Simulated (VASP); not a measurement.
## Be5H: single point with PBE

Be5H:

```
CELL_PARAMETERS angstrom
-1.89535 1.89535 4.07091
1.89535 -1.89535 4.07091
1.89535 1.89535 -4.07091
ATOMIC_POSITIONS crystal
Be 0.50000 0.00000 0.50000
Be 0.00000 0.50000 0.50000
Be 0.50000 0.50000 0.00000
Be 0.75000 0.25000 0.50000
Be 0.25000 0.75000 0.50000
H 0.00000 0.00000 0.00000
```

The cell was built from a structure type or drawn by symmetry, and may not be a known phase.

```json
{
  "Program": "VASP 6.6.1",
  "Task": "single point",
  "Functional": "PBE",
  "Potentials or basis": "VASP PAW PBE potentials, release 64 (Be, H)",
  "Cutoff": "520 eV",
  "k mesh": "6 × 6 × 6",
  "Occupations": "gaussian, width 0.1 eV",
  "Spin": "no spin polarisation"
}
```

```yaml
Pressure: 0.0 GPa
Band_gap_on_the_k_mesh: zero (an odd number of electrons rules out a gap without spin polarisation)
```

Stress tensor (GPa, compression positive):
```
 0.02  0.00  0.00
 0.00  0.02  0.00
 0.00  0.00 -0.07
```

Levels at points of the mesh, in eV from the Fermi level:
```csv
k point,band 2,band 3,band 4,band 5,band 6,band 7,band 8,band 9
"(0.00, 0.00, 0.00)",-3.29,-1.45,-1.45,-1.31,1.38,1.38,1.45,1.76
"(0.50, 0.00, 0.00)",-6.43,-3.39,-2.48,-0.69,0.70,1.87,3.22,3.70
"(0.50, 0.50, 0.00)",-4.58,-4.44,-3.71,-2.24,-2.18,-0.15,2.00,4.50
"(0.50, 0.50, 0.50)",-6.63,-2.45,-2.45,-0.25,1.20,2.07,4.29,4.29
```

Run time: 13 s on 1 thread of Intel(R) Xeon(R) 6975P-C (Granite Rapids), on a shared host, peak memory 0.19 GiB.
